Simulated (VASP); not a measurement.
Au: single point with PBEsol

The system is Au.

```
CELL_PARAMETERS angstrom
2.39205 0.00000 0.00000
0.00000 2.39205 0.00000
0.00000 0.00000 2.39205
ATOMIC_POSITIONS crystal
Au 0.00000 0.00000 0.00000
```

- Program: VASP 6.6.1
- Task: single point
- Functional: PBEsol
- Potentials or basis: VASP PAW PBE potentials, release 64 (Au)
- Cutoff: 500 eV
- k mesh: 14 × 14 × 14
- Occupations: methfessel-paxton, width 0.025 eV
- Spin: no spin polarisation
- Dipole correction: no
- Further INCAR settings: ALGO = Normal; EDIFF = 1e-06; NBANDS = 12

```
Pressure : 126.3 GPa
```

Levels at points of the mesh, in eV from the Fermi level:
```csv
k point,band 3,band 4,band 5,band 6,band 7,band 8,band 9,band 10
"(0.00, 0.00, 0.00)",-9.64,-1.48,-1.48,-1.48,15.86,15.86,15.86,23.03
"(0.50, 0.00, 0.00)",-4.51,-4.51,-2.76,-1.17,4.32,16.02,20.38,22.90
"(0.50, 0.50, 0.00)",-3.95,-3.95,0.76,3.53,3.53,11.33,13.94,22.29
"(0.50, 0.50, 0.50)",-8.58,0.97,0.97,8.35,10.77,10.77,10.77,21.05
```

It took 5.4 s on 1 thread of Intel(R) Xeon(R) 6975P-C (Granite Rapids), on a shared host, peak memory 0.13 GiB.

Caveat: the PAW data sets were made with another functional, which shifts forces and pressure a little; spin-orbit coupling is left out, which moves the levels of the heavy elements.
